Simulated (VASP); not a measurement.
# HgTe (Fm-3m) in VASP: a series of runs

The runs below take HgTe through single point, with PBE, LDA.

Everything below comes from runs of VASP 6.6.1. Logs are shortened: lines on timing, memory, paths and dates and some standing lists are left out, and cuts for length are marked.

### Step 1. The cell of the first run

The structure is cubic, space group Fm-3m (No. 225). The conventional cell has a = 6.360 Å, b = 6.360 Å, c = 6.360 Å, α = 90.00°, β = 90.00°, γ = 90.00°. Hg (site symmetry m-3m) has 6 Te at 3.18 Å within 4.2 Å. Within 4.2 Å of Te (site symmetry m-3m) lie 6 Hg at 3.18 Å.

### Step 2. Single point, PBE, non-collinear spin, zero start, spin-orbit coupling

Input file INCAR:

```
ALGO = Normal ; EDIFF = 1E-7
ENCUT = 520 ; GGA = PE
GGA_COMPAT = F ; ISIF = 2
ISMEAR = -1 ; LASPH = T
LCHARG = F ; LORBIT = 11
LORBMOM = T ; LREAL = F
LSORBIT = T ; LWAVE = F
MAGMOM = 0 0 0 0 0 0 ; NBANDS = 30
NELM = 150 ; PREC = Accurate
SIGMA = 0.05
```

Input file KPOINTS:

```
k-points
0
Gamma
  5 5 5
```

Input file POSCAR:

```
HgTe
1.0
    0.0000000000      3.1800000000      3.1800000000
    3.1800000000      0.0000000000      3.1800000000
    3.1800000000      3.1800000000      0.0000000000
Hg Te
1 1
Direct
    0.0000000000      0.0000000000      0.0000000000
    0.5000000000      0.5000000000      0.5000000000
```

Potentials or basis: VASP PAW PBE potentials, release 64 (Hg, Te).

On the command line:

```sh
> cat potpaw_PBE.64/Hg/POTCAR potpaw_PBE.64/Te/POTCAR > POTCAR
> mpirun -np 1 vasp_ncl > vasp.out
```

OUTCAR:

```text
EDIFF = 1E-7
   ENCUT = 520
   GGA = PE
   ISIF = 2
   ISMEAR = -1
   LASPH = T
   LORBIT = 11
   LREAL = F
   LSORBIT = T
   NELM = 150
   PREC = Accurate

 ion  position               nearest neighbor table
   1  0.000  0.000  0.000-   2 3.18   2 3.18   2 3.18   2 3.18   2 3.18   2 3.18
   2  0.500  0.500  0.500-   1 3.18   1 3.18   1 3.18   1 3.18   1 3.18   1 3.18

  LATTYP: Found a face centered cubic cell.
 ALAT       =     6.3600000000

  Lattice vectors:

 A1 = (   0.0000000000,   3.1800000000,   3.1800000000)
 A2 = (   3.1800000000,   0.0000000000,   3.1800000000)
 A3 = (   3.1800000000,   3.1800000000,   0.0000000000)

Analysis of symmetry for initial positions (statically):
=====================================================================
 Subroutine PRICEL returns:
 Original cell was already a primitive cell.

 Routine SETGRP: Setting up the symmetry group for a
 face centered cubic supercell.

 Subroutine GETGRP returns: Found 48 space group operations
 (whereof 48 operations were pure point group operations)
 out of a pool of 48 trial point group operations.

The static configuration has the point symmetry O_h .

Analysis of symmetry for dynamics (positions and initial velocities):
=====================================================================
 Subroutine PRICEL returns:
 Original cell was already a primitive cell.

 Routine SETGRP: Setting up the symmetry group for a
 face centered cubic supercell.

 Subroutine GETGRP returns: Found 48 space group operations
 (whereof 48 operations were pure point group operations)
 out of a pool of 48 trial point group operations.

The dynamic configuration has the point symmetry O_h .

Analysis of structural, dynamic, and magnetic symmetry:
=====================================================================
 Subroutine PRICEL returns:
 Original cell was already a primitive cell.

 Routine SETGRP: Setting up the symmetry group for a
 face centered cubic supercell.

 Subroutine GETGRP returns: Found 48 space group operations
 (whereof 48 operations were pure point group operations)
 out of a pool of 48 trial point group operations.

The overall configuration has the point symmetry O_h .

 Subroutine INISYM returns: Found 48 space group operations
 (whereof 48 operations are pure point group operations),
 and found     1 'primitive' translations

----------------------------------------------------------------------------------------

                                     Primitive cell

  volume of cell :      64.3149

  direct lattice vectors                    reciprocal lattice vectors
     0.000000000  3.180000000  3.180000000    -0.157232704  0.157232704  0.157232704
     3.180000000  0.000000000  3.180000000     0.157232704 -0.157232704  0.157232704
     3.180000000  3.180000000  0.000000000     0.157232704  0.157232704 -0.157232704

  length of vectors
     4.497199128  4.497199128  4.497199128     0.272335033  0.272335033  0.272335033

  position of ions in fractional coordinates (direct lattice)
     0.000000000  0.000000000  0.000000000
     0.500000000  0.500000000  0.500000000

  ion indices of the primitive-cell ions
   primitive index   ion index
                 1           1
                 2           2

----------------------------------------------------------------------------------------

 KPOINTS: k-points

Automatic generation of k-mesh.
 Grid dimensions read from file:
 generate k-points for:    5    5    5

 Generating k-lattice:

  Cartesian coordinates                     Fractional coordinates (reciprocal lattice)
    -0.031446541  0.031446541  0.031446541     0.200000000  0.000000000  0.000000000
     0.031446541 -0.031446541  0.031446541     0.000000000  0.200000000  0.000000000
     0.031446541  0.031446541 -0.031446541     0.000000000  0.000000000  0.200000000
[... 82 lines left out ...]

 number of electron      17.9999998 magnetization       0.0000000     -0.0000000      0.0000000

 number of electron      17.9999998 magnetization      -0.0000000      0.0000000     -0.0000000

 Free energy of the ion-electron system (eV)
  ---------------------------------------------------
  ext. energy  EPLUGINS =         0.00000000
  ---------------------------------------------------
  free energy    TOTEN  =        -3.69736061 eV

  energy without entropy =       -3.69151785  energy(sigma->0) =       -3.69443923

 E-fermi :   3.1817     XC(G=0):  -9.2759

 val. band max:        3.0521416411   @ k =   0.2000   0.0000   0.0000
 cond. band min:       3.2782493002   @ k =  -0.2000   0.2000   0.0000
 fundamental gap:      0.2261076591
 Fermi energy:         3.1817375007

 k-point     1 :       0.0000    0.0000    0.0000
  band No.  band energies     occupation
      1      -8.1609      1.00000
      2      -8.1609      1.00000
      3      -4.2564      1.00000
      4      -4.2564      1.00000
      5      -4.2564      1.00000
      6      -4.2564      1.00000
[... 319 lines left out ...]
     29      13.0993      0.00000
     30      13.0993      0.00000

------------------------ aborting loop because EDIFF is reached ----------------------------------------

  FORCE on cell =-STRESS in cart. coord.  units (eV):
  Direction    XX          YY          ZZ          XY          YZ          ZX
  --------------------------------------------------------------------------------------
  -------------------------------------------------------------------------------------
  Total       -1.4118493     -1.4118493     -1.4118493      0.0000000      0.0000000     -0.0000000
  in kB      -35.1712316    -35.1712316    -35.1712316      0.0000000      0.0000000     -0.0000000
  external PRESSURE =     -35.1712316 kB  Pullay stress =       0.0000000 kB

 VOLUME and BASIS-vectors are now :
 -----------------------------------------------------------------------------
  energy-cutoff  :      520.00
  volume of cell :       64.31
      direct lattice vectors                 reciprocal lattice vectors
     0.000000000  3.180000000  3.180000000    -0.157232704  0.157232704  0.157232704
     3.180000000  0.000000000  3.180000000     0.157232704 -0.157232704  0.157232704
     3.180000000  3.180000000  0.000000000     0.157232704  0.157232704 -0.157232704

 POSITION                                       TOTAL-FORCE (eV/Angst)
 -----------------------------------------------------------------------------------
      0.00000      0.00000      0.00000         0.000000      0.000000     -0.000000
      3.18000      3.18000      3.18000        -0.000000     -0.000000      0.000000
 -----------------------------------------------------------------------------------
    total drift:                               -0.000000      0.000000      0.000000

  FREE ENERGIE OF THE ION-ELECTRON SYSTEM (eV)
  ---------------------------------------------------
  free  energy   TOTEN  =        -3.6973606144 eV

  energy  without entropy=       -3.6915178488  energy(sigma->0) =       -3.69443923

 orbital moment (x)

 # of ion     p       d       tot
 ----------------------------------------
  1         0.000   0.000   0.000
  2         0.000   0.000   0.000
 ----------------------------------------
            0.000   0.000   0.000

 orbital moment (y)

 # of ion     p       d       tot
 ----------------------------------------
  1         0.000  -0.000  -0.000
  2         0.000   0.000   0.000
 ----------------------------------------
            0.000  -0.000  -0.000

 orbital moment (z)

 # of ion     p       d       tot
 ----------------------------------------
  1         0.000  -0.000  -0.000
  2         0.000   0.000   0.000
 ----------------------------------------
            0.000  -0.000  -0.000

 Spin-Orbit-Coupling matrix elements

 Ion:    1  E_soc:     -0.5150613
 l=   1
     0.0000000    -0.0207305    -0.0207305
    -0.0207305     0.0000000    -0.0207305
    -0.0207305    -0.0207305     0.0000000
 l=   2
     0.0000000    -0.0133275     0.0000000    -0.0133275    -0.0517856
    -0.0133275     0.0000000    -0.0388392    -0.0133275    -0.0129464
     0.0000000    -0.0388392     0.0000000    -0.0388392     0.0000000
    -0.0133275    -0.0133275    -0.0388392     0.0000000    -0.0129464
    -0.0517856    -0.0129464     0.0000000    -0.0129464     0.0000000
 l=   3
     0.0000000     0.0000000     0.0000000     0.0000000     0.0000000     0.0000000     0.0000000
     0.0000000     0.0000000     0.0000000     0.0000000     0.0000000     0.0000000     0.0000000
     0.0000000     0.0000000     0.0000000     0.0000000     0.0000000     0.0000000     0.0000000
     0.0000000     0.0000000     0.0000000     0.0000000     0.0000000     0.0000000     0.0000000
     0.0000000     0.0000000     0.0000000     0.0000000     0.0000000     0.0000000     0.0000000
     0.0000000     0.0000000     0.0000000     0.0000000     0.0000000     0.0000000     0.0000000
     0.0000000     0.0000000     0.0000000     0.0000000     0.0000000     0.0000000     0.0000000

 Ion:    2  E_soc:     -0.2911787
 l=   1
     0.0000000    -0.0484568    -0.0484568
    -0.0484568     0.0000000    -0.0484568
    -0.0484568    -0.0484568     0.0000000
 l=   2
     0.0000000    -0.0000053     0.0000000    -0.0000053    -0.0000677
    -0.0000053     0.0000000    -0.0000508    -0.0000053    -0.0000169
     0.0000000    -0.0000508     0.0000000    -0.0000508     0.0000000
    -0.0000053    -0.0000053    -0.0000508     0.0000000    -0.0000169
    -0.0000677    -0.0000169     0.0000000    -0.0000169     0.0000000
 l=   3
     0.0000000     0.0000000     0.0000000     0.0000000     0.0000000     0.0000000     0.0000000
     0.0000000     0.0000000     0.0000000     0.0000000     0.0000000     0.0000000     0.0000000
     0.0000000     0.0000000     0.0000000     0.0000000     0.0000000     0.0000000     0.0000000
     0.0000000     0.0000000     0.0000000     0.0000000     0.0000000     0.0000000     0.0000000
     0.0000000     0.0000000     0.0000000     0.0000000     0.0000000     0.0000000     0.0000000
     0.0000000     0.0000000     0.0000000     0.0000000     0.0000000     0.0000000     0.0000000
     0.0000000     0.0000000     0.0000000     0.0000000     0.0000000     0.0000000     0.0000000

 total charge

# of ion       s       p       d       tot
------------------------------------------
    1        0.769   0.245   9.354  10.368
    2        1.405   1.844   0.021   3.270
--------------------------------------------------
tot          2.173   2.089   9.375  13.638

 magnetization (x)

# of ion       s       p       d       tot
------------------------------------------
    1        0.000   0.000  -0.000   0.000
    2        0.000   0.000   0.000   0.000
--------------------------------------------------
tot          0.000   0.000  -0.000   0.000

 magnetization (y)

# of ion       s       p       d       tot
------------------------------------------
    1        0.000  -0.000   0.000   0.000
    2        0.000   0.000   0.000   0.000
--------------------------------------------------
tot          0.000  -0.000   0.000   0.000

 magnetization (z)

# of ion       s       p       d       tot
------------------------------------------
    1        0.000   0.000   0.000   0.000
    2       -0.000   0.000  -0.000  -0.000
--------------------------------------------------
tot         -0.000   0.000  -0.000  -0.000
```

It took 40 s on 1 thread of AMD EPYC 9R45 (Zen 5), shared host; peak memory 0.34 GiB.

What came out:

```
Free energy                                           : -3.6974 eV
Pressure                                              : -3.5 GPa
Net moment                                            : 0.00 μB per cell
Valence electrons inside the program's atomic spheres : Hg 10.37; Te 3.27
```

Moments on the atoms (μB; x, y, z):
```
Hg  0.00 0.00 0.00
Te  0.00 0.00 0.00
```

### Step 3. Single point, LDA, non-collinear spin, zero start, spin-orbit coupling

Input file INCAR:

```
SYSTEM = HgTe
  PREC = Accurate
  ENCUT = 520
  EDIFF = 1E-6
  ISMEAR = -1
  SIGMA = 0.05
  LREAL = .False.
  LASPH = .True.
  NELM = 150
  ALGO = Normal
  ISIF = 2
  LWAVE = .False.
  LCHARG = .False.
  MAGMOM = 0 0 0 0 0 0
  LORBIT = 11
  LSORBIT = .True.
  GGA_COMPAT = .False.
  LORBMOM = .True.
  NBANDS = 30
```

Input file KPOINTS:

```
Automatic mesh
0
Gamma
  5 5 5
  0 0 0
```

POSCAR is that of step 2.

Potentials or basis: VASP PAW LDA potentials, release 64 (Hg, Te).

On the command line:

```sh
> cat potpaw_LDA.64/Hg/POTCAR potpaw_LDA.64/Te/POTCAR > POTCAR
> mpirun -np 1 vasp_ncl > vasp.out
```

Run time: 27 s. Hardware: 1 thread of AMD EPYC 9R45 (Zen 5), shared host; peak memory 0.26 GiB.

The run converged. Its results:

```
Free energy                                           : -5.0226 eV
Pressure                                              : -7.5 GPa
Net moment                                            : 0.00 μB per cell
Valence electrons inside the program's atomic spheres : Hg 10.37; Te 3.27
```

Moments on the atoms (μB; x, y, z):
```
Hg  0.00 0.00 0.00
Te  0.00 0.00 0.00
```

### Step 4. Single point, PBE

Input file INCAR:

```
PREC = Accurate ; ENCUT = 520
EDIFF = 1E-7 ; ISMEAR = 0
SIGMA = 0.05 ; LREAL = F
LASPH = T ; NELM = 60
ALGO = Normal ; ISIF = 2
LWAVE = F ; LCHARG = F
GGA = PE ; NBANDS = 16
```

Input file KPOINTS:

```
Automatic mesh
0
Gamma
  7 7 7
```

POSCAR is that of step 3.

Potentials or basis: VASP PAW PBE potentials, release 64 (Hg, Te).

On the command line:

```sh
> cat potpaw_PBE.64/Hg/POTCAR potpaw_PBE.64/Te/POTCAR > POTCAR
> mpirun -np 1 vasp_std > vasp.out
```

Wall time 8.3 s (1 thread of Intel Xeon 6975P-C (Granite Rapids), shared host); peak memory 0.2 GiB.

The run converged. Its results:

```
Free energy            : -3.2797 eV
Pressure               : -3.7 GPa
Band gap on the k mesh : zero (band 9 reaches 3.25 eV, above the bottom of band 10 at 1.34 eV)
```

Levels at points of the mesh, in eV from the Fermi level:
| k point | band 7 | band 8 | band 9 | band 10 | band 11 | band 12 |
| --- | --- | --- | --- | --- | --- | --- |
| (0.00, 0.00, 0.00) | -1.42 | -0.57 | -0.57 | -0.57 | 7.44 | 7.44 |

Caveat: spin-orbit coupling is left out, which moves the levels of the heavy elements.

(Continued in part 2 of 2.)
